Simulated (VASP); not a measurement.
## InSb3: single point with PBEsol

InSb3:

```
CELL_PARAMETERS angstrom
0.00000 3.79455 3.79455
3.79455 0.00000 3.79455
3.79455 3.79455 0.00000
ATOMIC_POSITIONS crystal
Sb 0.50000 0.50000 0.50000
Sb 0.75000 0.75000 0.75000
Sb 0.25000 0.25000 0.25000
In 0.00000 0.00000 0.00000
```

```json
{
  "Program": "VASP 6.6.1",
  "Task": "single point",
  "Functional": "PBEsol",
  "Potentials or basis": "VASP PAW PBE potentials, release 64 (Sb, In_d)",
  "Cutoff": "520 eV",
  "k mesh": "6 × 6 × 6",
  "Occupations": "fermi-dirac, width 0.05 eV",
  "Spin": "no spin polarisation"
}
```

```
Pressure               : -3.1 GPa
Band gap on the k mesh : zero (band 14 reaches 8.91 eV, above the bottom of band 15 at 5.45 eV)
```

Levels at points of the mesh, in eV from the Fermi level:
```tsv
k point	band 11	band 12	band 13	band 14	band 15	band 16	band 17	band 18
(0.00, 0.00, 0.00)	-2.58	-2.50	-2.49	-2.49	-2.49	-0.82	-0.82	-0.82
(0.50, 0.00, 0.00)	-3.53	-2.72	-2.72	-0.36	-0.22	1.82	1.82	2.92
(0.50, 0.50, 0.00)	-5.17	0.22	0.81	0.81	1.11	1.63	1.69	1.69
```

Run time: 34 s on 1 thread of Intel(R) Xeon(R) Platinum 8259CL CPU @ 2.50GHz (Skylake/Cascade Lake) (shared host), peak memory 0.25 GiB.

Caveat: the PAW data sets were made with another functional, which shifts forces and pressure a little; spin-orbit coupling is left out, which moves the levels of the heavy elements.
